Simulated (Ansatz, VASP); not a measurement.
**One calculation of FeNi3, two programs**

INCAR

```
SYSTEM = FeNi3
ALGO     = Normal         ! electronic algorithm
EDIFF    = 1E-6           ! SCF threshold, eV
ENCUT    = 520            ! plane-wave cutoff, eV
GGA      = PS             ! functional
ISIF     = 2              ! what is computed and relaxed
ISMEAR   = 0              ! smearing method
ISPIN    = 2              ! spin polarisation
LASPH    = .TRUE.         ! aspherical terms in the spheres
LCHARG   = .FALSE.        ! write CHGCAR
LMAXMIX  = 4              ! l up to which the mixer works
LORBIT   = 11             ! projections on sites
LREAL    = .FALSE.        ! projectors in reciprocal space
LWAVE    = .FALSE.        ! write WAVECAR
MAGMOM   = 3.13 0.75 0.75 0.75 ! initial moments
NBANDS   = 31             ! bands
NELM     = 150            ! most SCF steps
PREC     = Accurate       ! precision mode
SIGMA    = 0.1            ! smearing width, eV
```

File KPOINTS:

```
k-points
0
G
  12 12 12
  0 0 0
```

Contents of POSCAR:

```
FeNi3
1.0
    3.3432837803      0.0000000000      0.0000000000
    0.0000000000      3.3432837803      0.0000000000
    0.0000000000      0.0000000000      3.3432837803
Fe Ni
1 3
Direct
    0.0000000000      0.0000000000      0.0000000000
    0.0000000000      0.5000000000      0.5000000000
    0.5000000000      0.0000000000      0.5000000000
    0.5000000000      0.5000000000      0.0000000000
```

Input for Ansatz:

```yaml
crystal:
  lattice:
    - [3.3432837803, 0.0, 0.0]
    - [0.0, 3.3432837803, 0.0]
    - [0.0, 0.0, 3.3432837803]
  atoms:
    - { symbol: Fe, position: [0.0, 0.0, 0.0], spin: 3.13 }
    - { symbol: Ni, position: [0.0, 0.5, 0.5], spin: 0.75 }
    - { symbol: Ni, position: [0.5, 0.0, 0.5], spin: 0.75 }
    - { symbol: Ni, position: [0.5, 0.5, 0.0], spin: 0.75 }
basis:
  ecutwfc: 420
kpoints:
  mp_grid: { grid: [12, 12, 12] }
hamiltonian:
  xc: pbesol
scf:
  occupations: { method: gaussian, width: 0.1 }
output:
  forces: true
  stress: true
  eigenvalues: true
  populations: true
magnetization:
  spin_polarized: true
```

Alike in both runs: task single point; functional PBEsol; k mesh 12 × 12 × 12; occupations gaussian, width 0.1 eV; collinear spin.

```csv
,VASP,Ansatz
version,VASP 6.6.1,Ansatz 0.2.0
potentials or method,"VASP PAW PBE potentials, release 64 (Fe, Ni), cutoff 520 eV","scalar-relativistic, plane waves, PAW"
valence electrons in the cell,38,70
```

```tsv
	VASP	Ansatz	Ansatz less VASP
gap on the k mesh at the Fermi level (eV)	none	none	-
net moment per atom (μB)	1.14	1.15	+0.010
size of the moment on the site where the two differ most (μB)	0.60	0.67	+0.067
```

VASP's potentials were made for PBE, not for PBEsol. Site moments also hang on the region over which each program counts them. A gap of «none» marks a metal or a gap that the smearing closes. VASP's potentials hold 38 valence electrons a cell and Ansatz's 70, so a difference there can come from the potentials and not from the codes.
